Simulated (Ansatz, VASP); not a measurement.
## GaN in VASP and in Ansatz

```
CELL_PARAMETERS angstrom
0.00000 2.27415 2.27415
2.22116 0.00000 2.27415
2.22116 2.27415 0.00000
ATOMIC_POSITIONS crystal
Ga 0.99404 0.00596 0.00596
N 0.77968 0.72032 0.72032
```

Change from the starting cell: mode 4 frozen in at -0.135 Å, normal strain along x -0.0233.

Alike in both runs: task single point; functional PBE; k mesh 10 × 10 × 10; occupations gaussian, width 0.05 eV; no spin polarisation.

|  | VASP | Ansatz |
| --- | --- | --- |
| version | VASP 6.6.1 | Ansatz 0.2.0 |
| potentials or method | VASP PAW PBE potentials, release 64 (Ga_d, N), cutoff 520 eV | scalar-relativistic, plane waves, PAW |
| valence electrons in the cell | 18 | 18 |

VASP gave:

| Item | Value |
| --- | --- |
| gap on the k mesh at the Fermi level (eV) | 1.50 |
| least direct gap on the mesh (eV) | 1.50 |
| pressure (GPa) | 6.6 |
| traceless stress, the component that is largest in VASP (GPa) | -9.12 |
| rms of the force components (eV/Å) | 1.049 |

Task: Estimate Ansatz's values.

Result: gap on the k mesh at the Fermi level (eV): 1.50; least direct gap on the mesh (eV): 1.50; pressure (GPa): 6.5; traceless stress, the component that is largest in VASP (GPa): -9.36; rms of the force components (eV/Å): 1.066.

Atom by atom the forces differ by 0.016 eV/Å (rms over components).
